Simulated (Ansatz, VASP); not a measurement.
One calculation of HfO2, two programs

```xyz
3
Lattice="0.0000 2.6170 2.5489 2.4470 0.0000 2.5489 2.4470 2.6170 0.0000" Properties=species:S:1:pos:R:3 pbc="T T T"
Hf    0.0000    0.0000    0.0000
O     1.2235    1.3085    1.2745
O     3.6704    3.9255    3.8234
```

Change from the starting cell: normal strain along x -0.0400, normal strain along y +0.0267.

Alike in both runs: task single point; functional PBE; k mesh 8 × 8 × 8; occupations gaussian, width 0.05 eV; no spin polarisation.

|  | VASP | Ansatz |
| --- | --- | --- |
| version | VASP 6.6.1 | Ansatz 0.2.0 |
| potentials or method | VASP PAW PBE potentials, release 64 (Hf_pv, O), cutoff 520 eV | scalar-relativistic, plane waves, PAW |
| valence electrons in the cell | 22 | 38 |

VASP gave:

```
gap on the k mesh at the Fermi level (eV)                     : 3.06
least direct gap on the mesh (eV)                             : 3.30
pressure (GPa)                                                : 0.0
traceless stress, the component that is largest in VASP (GPa) : 16.81
```

**Question.** What did Ansatz give for the same quantities?

**Answer.** gap on the k mesh at the Fermi level (eV): 3.08; least direct gap on the mesh (eV): 3.30; pressure (GPa): 3.8; traceless stress, the component that is largest in VASP (GPa): 16.52.

VASP's potentials hold 22 valence electrons a cell and Ansatz's 38, so a difference there can come from the potentials and not from the codes.

Neither program's run includes spin-orbit coupling.
